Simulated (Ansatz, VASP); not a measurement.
## BeTe: VASP beside Ansatz

```
CELL_PARAMETERS angstrom
0.00000 2.83146 2.83146
2.83146 0.00000 2.83146
2.83146 2.83146 0.00000
ATOMIC_POSITIONS crystal
Be 0.00000 0.00000 0.00000
Te 0.75000 0.75000 0.75000
```

Alike in both runs: task single point; functional PBE; dispersion D3(BJ); k mesh 4 × 4 × 4; occupations gaussian, width 0.1 eV; no spin polarisation.

|  | VASP | Ansatz |
| --- | --- | --- |
| version | VASP 6.6.1 | Ansatz 0.2.0 |
| potentials or method | VASP PAW PBE potentials, release 64 (Be, Te), cutoff 600 eV | scalar-relativistic, plane waves, PAW |
| valence electrons in the cell | 8 | 18 |

```csv
,VASP,Ansatz,Ansatz less VASP
gap on the k mesh at the Fermi level (eV),2.00,2.02,+0.014
least direct gap on the mesh (eV),3.61,3.63,+0.018
pressure (GPa),-1.9,-2.1,-0.14
```

VASP's potentials hold 8 valence electrons a cell and Ansatz's 18, so a difference there can come from the potentials and not from the codes.

The k mesh is coarse, so the values compare programs but aren't converged. Spin-orbit coupling is off throughout.
